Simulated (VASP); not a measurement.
# LiF (Pm-3m) in VASP: notebook

The runs below take LiF through single point, with PBEsol.

Everything below comes from runs of VASP 6.6.1. Logs are shortened: lines on timing, memory, paths and dates and some standing lists are left out, and cuts for length are marked.

## (1) The cell of the first run

The structure is cubic, space group Pm-3m (No. 221). The conventional cell has a = 2.507 Å, b = 2.507 Å, c = 2.507 Å, α = 90.00°, β = 90.00°, γ = 90.00°. Li (site symmetry m-3m) has 8 F at 2.17 Å and 6 Li at 2.51 Å within 2.9 Å. F (site symmetry m-3m) has 8 Li at 2.17 Å and 6 F at 2.51 Å within 2.9 Å.

## (2) Single point, PBEsol

INCAR reads:

```
ALGO = Normal ; EDIFF = 1E-7
ENCUT = 520 ; GGA = PS
ISIF = 2 ; ISMEAR = 0
LASPH = True ; LCHARG = False
LREAL = False ; LWAVE = False
NBANDS = 12 ; NELM = 100
PREC = Accurate ; SIGMA = 0.01
```

KPOINTS reads:

```
k-points
0
Gamma
  7 7 7
```

POSCAR reads:

```
LiF
1.0
    2.5072829716      0.0000000000      0.0000000000
    0.0000000000      2.5072829716      0.0000000000
    0.0000000000      0.0000000000      2.5072829716
Li F
1 1
Direct
    0.0000000000      0.0000000000      0.0000000000
    0.5000000000      0.5000000000      0.5000000000
```

Potentials or basis: VASP PAW PBE potentials, release 64 (Li_sv, F).

Run with:

```console
> cat potpaw_PBE.64/Li_sv/POTCAR potpaw_PBE.64/F/POTCAR > POTCAR
> mpirun -np 1 vasp_std > vasp.out
```

OUTCAR:

```text
EDIFF = 1E-7
   ENCUT = 520
   GGA = PS
   ISIF = 2
   ISMEAR = 0
   LASPH = True
   LREAL = False
   NELM = 100
   PREC = Accurate

 ion  position               nearest neighbor table
   1  0.000  0.000  0.000-   2 2.17   2 2.17   2 2.17   2 2.17   2 2.17   2 2.17   2 2.17   2 2.17

   2  0.500  0.500  0.500-   1 2.17   1 2.17   1 2.17   1 2.17   1 2.17   1 2.17   1 2.17   1 2.17

  LATTYP: Found a simple cubic cell.
 ALAT       =     2.5072829716

  Lattice vectors:

 A1 = (   2.5072829716,   0.0000000000,   0.0000000000)
 A2 = (   0.0000000000,   2.5072829716,   0.0000000000)
 A3 = (   0.0000000000,   0.0000000000,   2.5072829716)

Analysis of symmetry for initial positions (statically):
=====================================================================
 Subroutine PRICEL returns:
 Original cell was already a primitive cell.

 Routine SETGRP: Setting up the symmetry group for a
 simple cubic supercell.

 Subroutine GETGRP returns: Found 48 space group operations
 (whereof 48 operations were pure point group operations)
 out of a pool of 48 trial point group operations.

The static configuration has the point symmetry O_h .

Analysis of symmetry for dynamics (positions and initial velocities):
=====================================================================
 Subroutine PRICEL returns:
 Original cell was already a primitive cell.

 Routine SETGRP: Setting up the symmetry group for a
 simple cubic supercell.

 Subroutine GETGRP returns: Found 48 space group operations
 (whereof 48 operations were pure point group operations)
 out of a pool of 48 trial point group operations.

The dynamic configuration has the point symmetry O_h .

 Subroutine INISYM returns: Found 48 space group operations
 (whereof 48 operations are pure point group operations),
 and found     1 'primitive' translations

----------------------------------------------------------------------------------------

                                     Primitive cell

  volume of cell :      15.7620

  direct lattice vectors                    reciprocal lattice vectors
     2.507282972  0.000000000  0.000000000     0.398838109  0.000000000  0.000000000
     0.000000000  2.507282972  0.000000000     0.000000000  0.398838109  0.000000000
     0.000000000  0.000000000  2.507282972     0.000000000  0.000000000  0.398838109

  length of vectors
     2.507282972  2.507282972  2.507282972     0.398838109  0.398838109  0.398838109

  position of ions in fractional coordinates (direct lattice)
     0.000000000  0.000000000  0.000000000
     0.500000000  0.500000000  0.500000000

  ion indices of the primitive-cell ions
   primitive index   ion index
                 1           1
                 2           2

----------------------------------------------------------------------------------------

 KPOINTS: k-points

Automatic generation of k-mesh.
 Grid dimensions read from file:
 generate k-points for:    7    7    7

 Generating k-lattice:

  Cartesian coordinates                     Fractional coordinates (reciprocal lattice)
     0.056976873  0.000000000  0.000000000     0.142857143  0.000000000  0.000000000
     0.000000000  0.056976873  0.000000000     0.000000000  0.142857143  0.000000000
     0.000000000  0.000000000  0.056976873     0.000000000  0.000000000  0.142857143

  Length of vectors
     0.056976873  0.056976873  0.056976873

  Shift w.r.t. Gamma in fractional coordinates (k-lattice)
     0.000000000  0.000000000  0.000000000

 Subroutine IBZKPT returns following result:
 ===========================================

 Found     20 irreducible k-points:

 Following reciprocal coordinates:
            Coordinates               Weight
  0.000000  0.000000  0.000000      1.000000
  0.142857  0.000000  0.000000      6.000000
  0.285714  0.000000  0.000000      6.000000
  0.428571  0.000000  0.000000      6.000000
  0.142857  0.142857  0.000000     12.000000
  0.285714  0.142857  0.000000     24.000000
[... 12 lines left out ...]
  0.428571  0.428571  0.285714     24.000000
  0.428571  0.428571  0.428571      8.000000
   k-points           NKPTS =     20   k-points in BZ     NKDIM =     20   number of bands    NBANDS=     12
   number of dos      NEDOS =    301   number of ions     NIONS =      2
   total plane-waves  NPLWV =   8000
   dimension x,y,z NGX =    20 NGY =   20 NGZ =   20
   dimension x,y,z NGXF=    40 NGYF=   40 NGZF=   40
   ions per type =               1   1
   NGX,Y,Z   is equivalent  to a cutoff of  13.26, 13.26, 13.26 a.u.
   NGXF,Y,Z  is equivalent  to a cutoff of  26.52, 26.52, 26.52 a.u.
 SYSTEM =  unknown system
   PREC   = accura    normal or accurate (medium, high low for compatibility)
   ISTART =      0    job   : 0-new  1-cont  2-samecut
   ICHARG =      2    charge: 1-file 2-atom 10-const
   ISPIN  =      1    spin polarized calculation?
   LNONCOLLINEAR =      F non collinear calculations
   LSORBIT =      F    spin-orbit coupling
   LASPH  =      T    aspherical Exc in radial PAW
   ENCUT  =  520.0 eV  38.22 Ry    6.18 a.u.   4.66  4.66  4.66*2*pi/ulx,y,z
   NELM   =    100;   NELMIN=  2; NELMDL= -5     # of ELM steps
   EDIFF  = 0.1E-06   stopping-criterion for ELM
   LREAL  =      F    real-space projection
   EDIFFG = 0.1E-05   stopping-criterion for IOM
   NSW    =      0    number of steps for IOM
   IBRION =     -1    ionic relax: 0-MD 1-quasi-New 2-CG
   NFREE  =      0    steps in history (QN), initial steepest desc. (CG)
   ISIF   =      2    stress and relaxation
   ISYM   =      2    0-nonsym 1-usesym 2-fastsym
   POTIM  = 0.5000    time-step for ionic-motion
   TEBEG  =    0.0;   TEEND  =   0.0 temperature during run
   PSTRESS=    0.0 pullay stress
   NELECT =      10.0000    total number of electrons
   NUPDOWN=      -1.0000    fix difference up-down
   EMIN   =  10.00;   EMAX   =-10.00  energy-range for DOS
   EFERMI =   0.00;   METHOD = LEGACY
   ISMEAR =     0;   SIGMA  =   0.01  broadening in eV -4-tet -1-fermi 0-gaus
   EFERMI_NEDOS =   21; number of points for ismear=-14 and -15
   IALGO  =     38    algorithm
   IMIX   =      4    mixing-type and parameters
     AMIX     =   0.40;   BMIX     =  1.00
     AMIX_MAG =   1.60;   BMIX_MAG =  1.00
  volume/ion in A,a.u.               =       7.88        53.18
  Fermi-wavevector in a.u.,A,eV,Ry     =   1.406711  2.658298 26.923687  1.978835
  Thomas-Fermi vector in A             =   2.529044
   LORBIT       =      0    0 simple, 1 ext, 2 COOP (PROOUT), +10 PAW based schemes
   GGA     = PS    functional components
   LHFCALC =     F    Hartree Fock is set to
   AEXX    =    0.0000 exact exchange contribution
   IVDW    =     0    specifies the selected vdW correction
   LEPSILON=     F    determine dielectric tensor
   LRPA    =     F    only Hartree local field effects (RPA)
 non-spin polarized calculation
 Gauss-broadening in eV      SIGMA  =   0.01
  energy-cutoff  :      520.00
  volume of cell :       15.76
 maximum number of plane-waves:       441
 NGX is ok and might be reduce to    20
   NGX =  9   NGY =  9   NGZ =  9

 number of electron      10.0000021 magnetization

 Free energy of the ion-electron system (eV)
  ---------------------------------------------------
  ext. energy  EPLUGINS =         0.00000000
  ---------------------------------------------------
  free energy    TOTEN  =        -9.28362511 eV

  energy without entropy =       -9.28362511  energy(sigma->0) =       -9.28362511

 E-fermi :   0.4605     XC(G=0): -10.4434

 val. band max:        0.4031739473   @ k =   0.4286   0.4286   0.0000
 cond. band min:       8.3385630439   @ k =   0.0000   0.0000   0.0000
 fundamental gap:      7.9353890967
 Fermi energy:         0.4605473848

 k-point     1 :       0.0000    0.0000    0.0000
  band No.  band energies     occupation
      1     -41.6236      2.00000
      2     -20.5282      2.00000
      3      -0.3068      2.00000
      4      -0.3068      2.00000
      5      -0.3068      2.00000
      6       8.3386      0.00000
      7      19.3801      0.00000
      8      19.3801      0.00000
      9      21.9778      0.00000
     10      21.9778      0.00000
     11      21.9778      0.00000
     12      39.8558      0.00000

 k-point     2 :       0.1429    0.0000    0.0000
  band No.  band energies     occupation
      1     -41.6116      2.00000
      2     -20.4362      2.00000
      3      -1.0449      2.00000
      4      -0.2278      2.00000
      5      -0.2278      2.00000
      6       8.7813      0.00000
      7      17.3872      0.00000
      8      19.8654      0.00000
      9      21.8648      0.00000
     10      21.8648      0.00000
     11      25.2409      0.00000
     12      36.9196      0.00000

 k-point     3 :       0.2857    0.0000    0.0000
  band No.  band energies     occupation
      1     -41.5845      2.00000
      2     -20.2190      2.00000
      3      -2.4577      2.00000
      4      -0.0456      2.00000
      5      -0.0456      2.00000
      6       9.4402      0.00000
      7      15.7100      0.00000
      8      21.3188      0.00000
      9      21.5592      0.00000
     10      21.5592      0.00000
     11      30.6285      0.00000
     12      31.5891      0.00000

 k-point     4 :       0.4286    0.0000    0.0000
  band No.  band energies     occupation
      1     -41.5627      2.00000
      2     -20.0335      2.00000
      3      -3.4417      2.00000
      4       0.1058      2.00000
      5       0.1058      2.00000
      6       9.6965      0.00000
      7      15.0657      0.00000
      8      21.2584      0.00000
      9      21.2584      0.00000
     10      23.7087      0.00000
     11      27.2569      0.00000
     12      34.2236      0.00000

 k-point     5 :       0.1429    0.1429    0.0000
  band No.  band energies     occupation
      1     -41.5999      2.00000
      2     -20.3404      2.00000
      3      -1.0144      2.00000
      4      -0.9161      2.00000
      5      -0.1528      2.00000
      6       9.2898      0.00000
      7      17.0300      0.00000
      8      18.3491      0.00000
      9      21.8612      0.00000
     10      23.8628      0.00000
     11      26.4942      0.00000
     12      33.4103      0.00000
[... 168 lines left out ...]
      1     -41.5186      2.00000
      2     -19.5411      2.00000
      3      -2.0943      2.00000
      4      -1.6320      2.00000
      5      -1.6320      2.00000
      6      12.3586      0.00000
      7      14.3802      0.00000
      8      14.3802      0.00000
      9      22.5132      0.00000
     10      26.1759      0.00000
     11      26.1759      0.00000
     12      29.9041      0.00000

 k-point    18 :       0.4286    0.2857    0.2857
  band No.  band energies     occupation
      1     -41.5011      2.00000
      2     -19.3409      2.00000
      3      -2.7269      2.00000
      4      -1.7615      2.00000
      5      -1.3141      2.00000
      6      12.7044      0.00000
      7      13.4556      0.00000
      8      13.7567      0.00000
      9      23.6215      0.00000
     10      25.0310      0.00000
     11      25.4625      0.00000
     12      29.0464      0.00000

 k-point    19 :       0.4286    0.4286    0.2857
  band No.  band energies     occupation
      1     -41.4845      2.00000
      2     -19.1444      2.00000
      3      -2.4764      2.00000
      4      -2.4068      2.00000
      5      -1.2253      2.00000
      6      12.6224      0.00000
      7      12.7638      0.00000
      8      12.8905      0.00000
      9      23.5575      0.00000
     10      25.1374      0.00000
     11      26.1643      0.00000
     12      27.3261      0.00000

 k-point    20 :       0.4286    0.4286    0.4286
  band No.  band energies     occupation
      1     -41.4688      2.00000
      2     -18.9616      2.00000
      3      -2.1421      2.00000
      4      -2.0133      2.00000
      5      -2.0133      2.00000
      6      11.9144      0.00000
      7      11.9144      0.00000
      8      11.9276      0.00000
      9      24.9166      0.00000
     10      25.3289      0.00000
     11      25.3289      0.00000
     12      26.9455      0.00000

------------------------ aborting loop because EDIFF is reached ----------------------------------------

  FORCE on cell =-STRESS in cart. coord.  units (eV):
  Direction    XX          YY          ZZ          XY          YZ          ZX
  --------------------------------------------------------------------------------------
  -------------------------------------------------------------------------------------
  Total        0.0951278      0.0951278      0.0951278      0.0000000      0.0000000      0.0000000
  in kB        9.6695892      9.6695892      9.6695892      0.0000000      0.0000000      0.0000000
  external PRESSURE =       9.6695892 kB  Pullay stress =       0.0000000 kB

 VOLUME and BASIS-vectors are now :
 -----------------------------------------------------------------------------
  energy-cutoff  :      520.00
  volume of cell :       15.76
      direct lattice vectors                 reciprocal lattice vectors
     2.507282972  0.000000000  0.000000000     0.398838109  0.000000000  0.000000000
     0.000000000  2.507282972  0.000000000     0.000000000  0.398838109  0.000000000
     0.000000000  0.000000000  2.507282972     0.000000000  0.000000000  0.398838109

 POSITION                                       TOTAL-FORCE (eV/Angst)
 -----------------------------------------------------------------------------------
      0.00000      0.00000      0.00000         0.000000      0.000000      0.000000
      1.25364      1.25364      1.25364         0.000000      0.000000      0.000000
 -----------------------------------------------------------------------------------
    total drift:                                0.000000      0.000000      0.000000

  FREE ENERGIE OF THE ION-ELECTRON SYSTEM (eV)
  ---------------------------------------------------
  free  energy   TOTEN  =        -9.2836251123 eV

  energy  without entropy=       -9.2836251123  energy(sigma->0) =       -9.28362511
```

Wall time 4.3 s (1 thread of Intel Xeon 6975P-C, shared host); peak memory 0.12 GiB.

Results:

| Property | Result |
| --- | --- |
| Free energy | -9.2836 eV |
| Band gap on the k mesh | 7.94 eV, indirect (least direct gap 8.65 eV) |

Levels at points of the mesh, in eV from the valence-band top:
```
           k point  band 1  band 2  band 3  band 4  band 5  band 6  band 7  band 8  band 9  band 10
(0.00, 0.00, 0.00)  -42.03  -20.93   -0.71   -0.71   -0.71    7.94   18.98   18.98   21.57    21.57
```

Caveat: the cutoff is under 1.25 times the usual one of these potentials, so pressure, stress and relaxed cells hold a basis-set (Pulay) error; the PAW data sets were made with another functional, which shifts forces and pressure a little. PBEsol gaps usually lie below the measured ones, often by a third to a half.

## (3) Single point, PBEsol

This run uses another cell than the first one, of 8.13 Å³/atom, 1.032 times its volume.

INCAR reads:

```
PREC = Accurate
ENCUT = 520
EDIFF = 1E-7
ISMEAR = 0
SIGMA = 0.01
LREAL = F
LASPH = T
NELM = 100
ALGO = Normal
ISIF = 2
LWAVE = F
LCHARG = F
GGA = PS
NBANDS = 12
```

KPOINTS reads:

```
regular mesh
0
Gamma
  7 7 7
```

POSCAR reads:

```
LiF
1.0
    2.5336773636      0.0000000000      0.0000000000
    0.0000000000      2.5336773636      0.0000000000
    0.0000000000      0.0000000000      2.5336773636
Li F
1 1
Direct
    0.0000000000      0.0000000000      0.0000000000
    0.5000000000      0.5000000000      0.5000000000
```

Potentials or basis: VASP PAW PBE potentials, release 64 (Li_sv, F).

Run with:

```console
> cat potpaw_PBE.64/Li_sv/POTCAR potpaw_PBE.64/F/POTCAR > POTCAR
> mpirun -np 1 vasp_std > vasp.out
```

Wall time 4.3 s (1 thread of Intel Xeon 6975P-C, shared host); peak memory 0.11 GiB.

Results (log left out):

```
Free energy            : -9.2847 eV
Band gap on the k mesh : 7.66 eV, indirect (least direct gap 8.34 eV)
```

Levels at points of the mesh, in eV from the valence-band top:
```tsv
k point	band 1	band 2	band 3	band 4	band 5	band 6	band 7	band 8	band 9	band 10
(0.00, 0.00, 0.00)	-42.06	-20.79	-0.68	-0.68	-0.68	7.66	18.79	18.79	21.21	21.21
```

Caveat: the cutoff is under 1.25 times the usual one of these potentials, so pressure, stress and relaxed cells hold a basis-set (Pulay) error; the PAW data sets were made with another functional, which shifts forces and pressure a little. As with any semilocal functional, this PBEsol gap is likely too small.

## (4) Single point, PBEsol

This run uses another cell than the first one, of 8.38 Å³/atom, 1.064 times its volume.

INCAR reads:

```
SYSTEM = LiF
PREC = Accurate
ENCUT = 520
EDIFF = 1E-6
ISMEAR = 0
SIGMA = 0.01
LREAL = .FALSE.
LASPH = .TRUE.
NELM = 80
ALGO = Normal
ISIF = 2
LWAVE = .FALSE.
LCHARG = .FALSE.
GGA = PS
NBANDS = 12
```

KPOINTS reads:

```
regular mesh
0
G
  7 7 7
  0 0 0
```

POSCAR reads:

```
LiF
1.0
    2.5595330000      0.0000000000      0.0000000000
    0.0000000000      2.5595330000      0.0000000000
    0.0000000000      0.0000000000      2.5595330000
Li F
1 1
Direct
    0.0000000000      0.0000000000      0.0000000000
    0.5000000000      0.5000000000      0.5000000000
```

Run with:

```console
> cat potpaw_PBE.64/Li_sv/POTCAR potpaw_PBE.64/F/POTCAR > POTCAR
> mpirun -np 1 vasp_std > vasp.out
```

It took 4.2 s on 1 thread of Intel Xeon 6975P-C, shared host; peak memory 0.12 GiB.

Results (log left out):

```
Free energy            : -9.2791 eV
Band gap on the k mesh : 7.41 eV, indirect (least direct gap 8.06 eV)
```

Levels at points of the mesh, in eV from the valence-band top:
```tsv
k point	band 2	band 3	band 4	band 5	band 6	band 7	band 8	band 9
(0.00, 0.00, 0.00)	-20.66	-0.65	-0.65	-0.65	7.41	18.61	18.61	20.86
```

Caveat: the cutoff is under 1.25 times the usual one of these potentials, so pressure, stress and relaxed cells hold a basis-set (Pulay) error; the PAW data sets were made with another functional, which shifts forces and pressure a little.

## (5) Summary

```tsv
cell	gap on the mesh (eV)
a = 2.507 Å, 2 atoms	7.94
a = 2.534 Å, 2 atoms	7.66
a = 2.560 Å, 2 atoms	7.41
```

Alike in all rows: task single point; level PBEsol; potentials or basis VASP PAW PBE potentials, release 64 (Li_sv, F); no spin polarisation; k mesh 7 × 7 × 7; cutoff (eV) 520; smearing gaussian 0.01 eV.

Caveats: the cutoff is under 1.25 times the usual one of these potentials, so pressure, stress and relaxed cells hold a basis-set (Pulay) error; the PAW data sets were made with another functional, which shifts forces and pressure a little.

Total energies depend on the potentials used, so only differences within one code and one set of settings carry meaning.
